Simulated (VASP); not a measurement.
# ScAl3F (P-6m2) in VASP: further runs

Runs on ScAl3F. Level: PBE. Tasks: single point, relaxation of cell and atoms.

Everything below comes from runs of VASP 6.6.1. Logs are shortened: lines on timing, memory, paths and dates and some standing lists are left out, and cuts for length are marked.

**1. The cell of the first run**

Symmetry: P-6m2, No. 187, hexagonal system. The conventional cell has a = 4.063 Å, b = 4.063 Å, c = 6.386 Å, α = 90.00°, β = 90.00°, γ = 120.00°. Sc (site symmetry -6m2) has 5 Al at 2.24 to 2.35 Å and 3 F at 2.35 Å within 3.0 Å. Within 2.5 Å of Al (site symmetry 3m) lie 1 Al at 1.90 Å and 1 Sc at 2.24 Å. Al (site symmetry -6m2) has 3 F at 2.35 Å and 3 Sc at 2.35 Å within 3.1 Å. Within 3.1 Å of F (site symmetry -6m2) lie 3 Al at 2.35 Å and 3 Sc at 2.35 Å.

The cell was generated, and may not be a known phase.

**2. Single point, PBE**

Input file INCAR:

```
PREC     = Accurate       # precision mode
ENCUT    = 520            # plane-wave cutoff, eV
EDIFF    = 1E-6           # SCF threshold, eV
ISMEAR   = 0              # smearing method
SIGMA    = 0.1            # smearing width, eV
LREAL    = False          # projectors in reciprocal space
LASPH    = True           # aspherical terms in the spheres
NELM     = 100            # most SCF steps
ALGO     = Fast           # electronic algorithm
ISIF     = 2              # what is computed and relaxed
LWAVE    = False          # write WAVECAR
LCHARG   = True           # write CHGCAR
GGA      = PE             # functional
LELF     = True           # ELF
LVHAR    = True         
NBANDS   = 22             # bands
```

Input file KPOINTS:

```
regular mesh
0
Gamma
  6 6 4
```

Input file POSCAR:

```
ScAl3F
1.0
    4.0625681200      0.0000000000      0.0000000000
   -2.0312840600      3.5182871900      0.0000000000
    0.0000000000      0.0000000000      6.3863074700
Sc Al F
1 3 1
Direct
    0.0000000000      0.0000000000      0.5000000000
    0.0000000000      0.0000000000      0.8509390100
    0.0000000000      0.0000000000      0.1490609900
    0.3333333300      0.6666666700      0.5000000000
    0.6666666700      0.3333333300      0.5000000000
```

Potentials or basis: VASP PAW PBE potentials, release 64 (Sc_sv, Al, F).

Started as:

```bash
$ cat potpaw_PBE.64/Sc_sv/POTCAR potpaw_PBE.64/Al/POTCAR potpaw_PBE.64/F/POTCAR > POTCAR
$ mpirun -np 1 vasp_std > vasp.out
```

OUTCAR:

```text
PREC = Accurate
   ENCUT = 520
   EDIFF = 1E-6
   ISMEAR = 0
   LREAL = False
   LASPH = True
   NELM = 100
   ISIF = 2
   GGA = PE

 ion  position               nearest neighbor table
   1  0.000  0.000  0.500-   2 2.24   3 2.24   4 2.35   5 2.35   4 2.35   5 2.35   5 2.35   4 2.35

   2  0.000  0.000  0.851-   3 1.90   1 2.24   4 3.24   4 3.24   4 3.24
   3  0.000  0.000  0.149-   2 1.90   1 2.24   4 3.24   4 3.24   4 3.24
   4  0.333  0.667  0.500-   5 2.35   1 2.35   5 2.35   1 2.35   1 2.35   5 2.35   3 3.24   2 3.24
                             3 3.24   2 3.24   3 3.24   2 3.24
   5  0.667  0.333  0.500-   4 2.35   1 2.35   4 2.35   1 2.35   1 2.35   4 2.35

  LATTYP: Found a hexagonal cell.
 ALAT       =     4.0625681200
 C/A-ratio  =     1.5719877874

  Lattice vectors:

 A1 = (   4.0625681200,   0.0000000000,   0.0000000000)
 A2 = (  -2.0312840600,   3.5182871900,   0.0000000000)
 A3 = (   0.0000000000,   0.0000000000,   6.3863074700)

Analysis of symmetry for initial positions (statically):
=====================================================================
 Subroutine PRICEL returns:
 Original cell was already a primitive cell.

 Routine SETGRP: Setting up the symmetry group for a
 hexagonal supercell.

 Subroutine GETGRP returns: Found 12 space group operations
 (whereof 12 operations were pure point group operations)
 out of a pool of 24 trial point group operations.

The static configuration has the point symmetry D_3h.

Analysis of symmetry for dynamics (positions and initial velocities):
=====================================================================
 Subroutine PRICEL returns:
 Original cell was already a primitive cell.

 Routine SETGRP: Setting up the symmetry group for a
 hexagonal supercell.

 Subroutine GETGRP returns: Found 12 space group operations
 (whereof 12 operations were pure point group operations)
 out of a pool of 24 trial point group operations.

The dynamic configuration has the point symmetry D_3h.

 Subroutine INISYM returns: Found 12 space group operations
 (whereof 12 operations are pure point group operations),
 and found     1 'primitive' translations

----------------------------------------------------------------------------------------

[... 92 lines left out ...]
   ENCUT  =  520.0 eV  38.22 Ry    6.18 a.u.   7.55  7.55 11.87*2*pi/ulx,y,z
   NELM   =    100;   NELMIN=  2; NELMDL= -5     # of ELM steps
   EDIFF  = 0.1E-05   stopping-criterion for ELM
   LREAL  =      F    real-space projection
   EDIFFG = 0.1E-04   stopping-criterion for IOM
   NSW    =      0    number of steps for IOM
   IBRION =     -1    ionic relax: 0-MD 1-quasi-New 2-CG
   NFREE  =      0    steps in history (QN), initial steepest desc. (CG)
   ISIF   =      2    stress and relaxation
   ISYM   =      2    0-nonsym 1-usesym 2-fastsym
   POTIM  = 0.5000    time-step for ionic-motion
   TEBEG  =    0.0;   TEEND  =   0.0 temperature during run
   PSTRESS=    0.0 pullay stress
   NELECT =      27.0000    total number of electrons
   NUPDOWN=      -1.0000    fix difference up-down
   EMIN   =  10.00;   EMAX   =-10.00  energy-range for DOS
   EFERMI =   0.00;   METHOD = LEGACY
   ISMEAR =     0;   SIGMA  =   0.10  broadening in eV -4-tet -1-fermi 0-gaus
   EFERMI_NEDOS =   21; number of points for ismear=-14 and -15
   IALGO  =     68    algorithm
   IMIX   =      4    mixing-type and parameters
     AMIX     =   0.40;   BMIX     =  1.00
     AMIX_MAG =   1.60;   BMIX_MAG =  1.00
  volume/ion in A,a.u.               =      18.26       123.20
  Fermi-wavevector in a.u.,A,eV,Ry     =   1.090776  2.061267 16.188101  1.189792
  Thomas-Fermi vector in A             =   2.227007
   LORBIT       =      0    0 simple, 1 ext, 2 COOP (PROOUT), +10 PAW based schemes
   GGA     = PE    functional components
   LHFCALC =     F    Hartree Fock is set to
   AEXX    =    0.0000 exact exchange contribution
   IVDW    =     0    specifies the selected vdW correction
   LEPSILON=     F    determine dielectric tensor
   LRPA    =     F    only Hartree local field effects (RPA)
 non-spin polarized calculation
 RMM-DIIS sequential band-by-band and
 Gauss-broadening in eV      SIGMA  =   0.10
  energy-cutoff  :      520.00
  volume of cell :       91.28
 maximum number of plane-waves:      2480
   NGX = 15   NGY = 15   NGZ = 23

 number of electron      27.0000007 magnetization

 Free energy of the ion-electron system (eV)
  ---------------------------------------------------
  ext. energy  EPLUGINS =         0.00000000
  ---------------------------------------------------
  free energy    TOTEN  =       -11.32307799 eV

  energy without entropy =      -11.29494602  energy(sigma->0) =      -11.30901201

 E-fermi :   5.0016     XC(G=0):  -9.4113

 val. band max:        5.0014612937   @ k =   0.3333   0.1667   0.2500
 cond. band min:       5.0345076634   @ k =   0.3333   0.3333   0.0000
 fundamental gap:      0.0330463697
 Fermi energy:         5.0016469212

 k-point     1 :       0.0000    0.0000    0.0000
  band No.  band energies     occupation
      1     -43.8011      2.00000
      2     -22.7711      2.00000
      3     -22.7711      2.00000
      4     -22.6479      2.00000
      5     -20.7186      2.00000
      6      -3.1779      2.00000
[... 514 lines left out ...]
     21      10.1478      0.00000
     22      11.0631      0.00000

------------------------ aborting loop because EDIFF is reached ----------------------------------------

  FORCE on cell =-STRESS in cart. coord.  units (eV):
  Direction    XX          YY          ZZ          XY          YZ          ZX
  --------------------------------------------------------------------------------------
  -------------------------------------------------------------------------------------
  Total       11.3983616     11.3983616     40.7903444      0.0000000      0.0000000      0.0000000
  in kB      200.0650586    200.0650579    715.9557597      0.0000000      0.0000000      0.0000000
  external PRESSURE =     372.0286254 kB  Pullay stress =       0.0000000 kB

 VOLUME and BASIS-vectors are now :
 -----------------------------------------------------------------------------
  energy-cutoff  :      520.00
  volume of cell :       91.28
      direct lattice vectors                 reciprocal lattice vectors
     4.062568120  0.000000000  0.000000000     0.246149719  0.142114607  0.000000000
    -2.031284060  3.518287190  0.000000000     0.000000000  0.284229213  0.000000000
     0.000000000  0.000000000  6.386307470     0.000000000  0.000000000  0.156585007

 POSITION                                       TOTAL-FORCE (eV/Angst)
 -----------------------------------------------------------------------------------
      0.00000      0.00000      3.19315         0.000000     -0.000000      0.000000
      0.00000      0.00000      5.43436         0.000000      0.000000     -6.994600
      0.00000      0.00000      0.95195         0.000000      0.000000      6.994600
     -0.00000      2.34552      3.19315        -0.000000     -0.000000      0.000000
      2.03128      1.17276      3.19315         0.000000     -0.000000      0.000000
 -----------------------------------------------------------------------------------
    total drift:                               -0.000039      0.000023      0.000000

  FREE ENERGIE OF THE ION-ELECTRON SYSTEM (eV)
  ---------------------------------------------------
  free  energy   TOTEN  =       -11.3230779928 eV

  energy  without entropy=      -11.2949460180  energy(sigma->0) =      -11.30901201
```

It took 97 s on 1 thread of Oxide Virtual Turin-like, shared host; peak memory 0.18 GiB.

What came out:

```
Free energy            : -11.3231 eV
Pressure               : 37.2 GPa
Largest force          : 6.995 eV/Å
Band gap on the k mesh : zero (an odd number of electrons rules out a gap without spin polarisation)
```

Forces on the atoms (eV/Å):
```
Sc   0.000  0.000  0.000
Al   0.000  0.000 -6.995
Al   0.000  0.000  6.995
Al   0.000  0.000  0.000
F    0.000  0.000  0.000
```

Caveat: the stress differs along the axes, from 20 to 72 GPa; forces of over 1 eV/Å act on the atoms, so gaps and moduli don't describe the material at rest.

(Part 1 of 2 ends here.)

The gap in the log of VASP goes by the Fermi energy; the results here count the filled bands.